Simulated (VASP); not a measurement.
# Tl (Im-3m) in VASP: notebook, part 2 of 2

VASP 6.6.1. Earlier steps stand in the parts before.

## Step 3: Single point, LDA (28.67 Å³/atom)

This run uses another cell than the first one, of 28.67 Å³/atom.

INCAR reads:

```
SYSTEM = Tl
PREC = Accurate
ENCUT = 520
EDIFF = 1E-7
ISMEAR = -1
SIGMA = 0.05
LREAL = .FALSE.
LASPH = .TRUE.
NELM = 60
ALGO = Normal
ISIF = 2
LWAVE = .FALSE.
LCHARG = .TRUE.
GGA = CA
LELF = .TRUE.
LVHAR = .TRUE.
NBANDS = 12
```

KPOINTS reads:

```
Automatic mesh
0
G
  13 13 13
  0 0 0
```

POSCAR reads:

```
Tl
1.0
   -1.9279727618      1.9279727618      1.9279727618
    1.9279727618     -1.9279727618      1.9279727618
    1.9279727618      1.9279727618     -1.9279727618
Tl
1
Direct
    0.0000000000      0.0000000000      0.0000000000
```

Potentials or basis: VASP PAW LDA potentials, release 64 (Tl_d).

On the command line:

```console
$ cat potpaw_LDA.64/Tl_d/POTCAR > POTCAR
$ mpirun -np 1 vasp_std > vasp.out
```

OUTCAR:

```text
SYSTEM = Tl
   PREC = Accurate
   ENCUT = 520
   EDIFF = 1E-7
   ISMEAR = -1
   LREAL = .FALSE.
   LASPH = .TRUE.
   NELM = 60
   ISIF = 2
   GGA = CA

 ion  position               nearest neighbor table
   1  0.000  0.000  0.000-

  LATTYP: Found a body centered cubic cell.
 ALAT       =     3.8559455236

  Lattice vectors:

 A1 = (  -1.9279727618,   1.9279727618,   1.9279727618)
 A2 = (   1.9279727618,  -1.9279727618,   1.9279727618)
 A3 = (   1.9279727618,   1.9279727618,  -1.9279727618)

Analysis of symmetry for initial positions (statically):
[... 529 lines left out ...]
      5      -4.9160      2.00000
      6      -1.2707      2.00000
      7       7.9262      0.00000
      8      11.5926      0.00000
      9      12.7210      0.00000
     10      18.9844      0.00000
     11      19.4818      0.00000
     12      21.0046      0.00000

 [... further k-points ...]
[... 5 lines left out ...]
  --------------------------------------------------------------------------------------
  -------------------------------------------------------------------------------------
  Total       -0.3262276     -0.3262276     -0.3262276      0.0000000     -0.0000000     -0.0000000
  in kB      -18.2334417    -18.2334417    -18.2334417      0.0000000     -0.0000000     -0.0000000
  external PRESSURE =     -18.2334417 kB  Pullay stress =       0.0000000 kB

 VOLUME and BASIS-vectors are now :
 -----------------------------------------------------------------------------
  energy-cutoff  :      520.00
  volume of cell :       28.67
      direct lattice vectors                 reciprocal lattice vectors
    -1.927972762  1.927972762  1.927972762     0.000000000  0.259339763  0.259339763
     1.927972762 -1.927972762  1.927972762     0.259339763  0.000000000  0.259339763
     1.927972762  1.927972762 -1.927972762     0.259339763  0.259339763  0.000000000

 POSITION                                       TOTAL-FORCE (eV/Angst)
 -----------------------------------------------------------------------------------
      0.00000      0.00000      0.00000        -0.000000      0.000000     -0.000000
 -----------------------------------------------------------------------------------
    total drift:                                0.000000      0.000000      0.000000

  FREE ENERGIE OF THE ION-ELECTRON SYSTEM (eV)
  ---------------------------------------------------
  free  energy   TOTEN  =        -2.9225768620 eV

  energy  without entropy=       -2.9171319397  energy(sigma->0) =       -2.91985440
```

Wall time 25 s (1 thread of AMD EPYC 7R13 (Zen 3), shared host); peak memory 0.12 GiB.

Results:

* Free energy: -2.9226 eV
* Pressure: -1.8 GPa
* Band gap on the k mesh: zero (an odd number of electrons rules out a gap without spin polarisation)

Levels at points of the mesh, in eV from the Fermi level:
```
           k point  band 3  band 4  band 5  band 6  band 7  band 8  band 9  band 10
(0.00, 0.00, 0.00)  -11.58  -11.14  -11.14  -10.00   10.78   10.78   10.78    12.39
```

Caveat: spin-orbit coupling is left out, which moves the levels of the heavy elements.

## Step 4: Single point, LDA (29.54 Å³/atom)

This run uses another cell than the first one, of 29.54 Å³/atom.

INCAR reads:

```
  PREC = Accurate
  ENCUT = 520
  EDIFF = 1E-6
  ISMEAR = -1
  SIGMA = 0.05
  LREAL = False
  LASPH = True
  NELM = 60
  ALGO = Normal
  ISIF = 2
  LWAVE = False
  LCHARG = False
  NBANDS = 12
```

KPOINTS reads:

```
Automatic mesh
0
Gamma
  13 13 13
```

POSCAR reads:

```
Tl
1.0
   -1.9474485524      1.9474485524      1.9474485524
    1.9474485524     -1.9474485524      1.9474485524
    1.9474485524      1.9474485524     -1.9474485524
Tl
1
Direct
    0.0000000000      0.0000000000      0.0000000000
```

Potentials or basis: VASP PAW LDA potentials, release 64 (Tl_d).

On the command line:

```console
$ cat potpaw_LDA.64/Tl_d/POTCAR > POTCAR
$ mpirun -np 1 vasp_std > vasp.out
```

OUTCAR:

```text
PREC = Accurate
   ENCUT = 520
   EDIFF = 1E-6
   ISMEAR = -1
   LREAL = False
   LASPH = True
   NELM = 60
   ISIF = 2

 ion  position               nearest neighbor table
   1  0.000  0.000  0.000-

  LATTYP: Found a body centered cubic cell.
 ALAT       =     3.8948971048

  Lattice vectors:

 A1 = (  -1.9474485524,   1.9474485524,   1.9474485524)
 A2 = (   1.9474485524,  -1.9474485524,   1.9474485524)
 A3 = (   1.9474485524,   1.9474485524,  -1.9474485524)

Analysis of symmetry for initial positions (statically):
=====================================================================
 Subroutine PRICEL returns:
 Original cell was already a primitive cell.

 Routine SETGRP: Setting up the symmetry group for a
 body centered cubic supercell.

 Subroutine GETGRP returns: Found 48 space group operations
 (whereof 48 operations were pure point group operations)
 out of a pool of 48 trial point group operations.

The static configuration has the point symmetry O_h .

[... 166 lines left out ...]
  band No.  band energies     occupation
      1      -5.6293      2.00000
      2      -5.6293      2.00000
      3      -5.6293      2.00000
      4      -5.2226      2.00000
      5      -5.2226      2.00000
      6      -3.8971      2.00000
      7      16.3646      0.00000
      8      16.3646      0.00000
      9      16.3646      0.00000
     10      18.2279      0.00000
     11      18.2279      0.00000
     12      18.2279      0.00000
[... 331 lines left out ...]
 k-point    24 :       0.2308    0.0769    0.0769
  band No.  band energies     occupation
      1      -5.7292      2.00000
      2      -5.6570      2.00000
      3      -5.2712      2.00000
      4      -5.2269      2.00000
      5      -5.2134      2.00000
      6      -1.4702      2.00000
      7       7.5425      0.00000
      8      11.1589      0.00000
      9      12.2916      0.00000
     10      18.4001      0.00000
     11      18.9933      0.00000
     12      20.4244      0.00000

 [... further k-points ...]

------------------------ aborting loop because EDIFF is reached ----------------------------------------

  FORCE on cell =-STRESS in cart. coord.  units (eV):
  Direction    XX          YY          ZZ          XY          YZ          ZX
  --------------------------------------------------------------------------------------
  -------------------------------------------------------------------------------------
  Total       -0.4962970     -0.4962970     -0.4962970      0.0000000     -0.0000000      0.0000000
  in kB      -26.9149948    -26.9149948    -26.9149948      0.0000000     -0.0000000      0.0000000
  external PRESSURE =     -26.9149948 kB  Pullay stress =       0.0000000 kB

 VOLUME and BASIS-vectors are now :
 -----------------------------------------------------------------------------
  energy-cutoff  :      520.00
  volume of cell :       29.54
      direct lattice vectors                 reciprocal lattice vectors
    -1.947448552  1.947448552  1.947448552     0.000000000  0.256746192  0.256746192
     1.947448552 -1.947448552  1.947448552     0.256746192  0.000000000  0.256746192
     1.947448552  1.947448552 -1.947448552     0.256746192  0.256746192  0.000000000

 POSITION                                       TOTAL-FORCE (eV/Angst)
 -----------------------------------------------------------------------------------
      0.00000      0.00000      0.00000        -0.000000      0.000000     -0.000000
 -----------------------------------------------------------------------------------
    total drift:                                0.000000     -0.000000      0.000000

  FREE ENERGIE OF THE ION-ELECTRON SYSTEM (eV)
  ---------------------------------------------------
  free  energy   TOTEN  =        -2.9105205220 eV

  energy  without entropy=       -2.9048071373  energy(sigma->0) =       -2.90766383
```

stdout:

```text
POSCAR found type information on POSCAR Tl
 POSCAR found :  1 types and       1 ions
 scaLAPACK will be used
 LDA part: xc-table for (Slater(with rela. corr.)+CA(PZ))
 , standard interpolation
 POSCAR, INCAR and KPOINTS ok, starting setup
 FFT: planning ... GRIDC
 FFT: planning ... GRID_SOFT
 FFT: planning ... GRID
 WAVECAR not read
 entering main loop
```

Run time: 20 s. Hardware: 1 thread of AMD EPYC 7R13 (Zen 3), shared host; peak memory 0.12 GiB.

Results:

* Free energy: -2.9105 eV
* Pressure: -2.7 GPa
* Band gap on the k mesh: zero (an odd number of electrons rules out a gap without spin polarisation)

Caveat: spin-orbit coupling is left out, which moves the levels of the heavy elements.

## Step 5: Overview

```tsv
cell	gap on the mesh (eV)	pressure (GPa)
a = 3.293 Å, angles 109.5°, 1 atom	none	-0.3
a = 3.339 Å, angles 109.5°, 1 atom	none	-1.8
a = 3.373 Å, angles 109.5°, 1 atom	none	-2.7
```

Alike in all rows: task single point; level LDA; potentials or basis VASP PAW LDA potentials, release 64 (Tl_d); no spin polarisation; k mesh 13 × 13 × 13; cutoff (eV) 520; smearing fermi-dirac 0.05 eV.

Caveats: spin-orbit coupling is left out, which moves the levels of the heavy elements.

Total energies depend on the potentials used, so only differences within one code and one set of settings carry meaning.
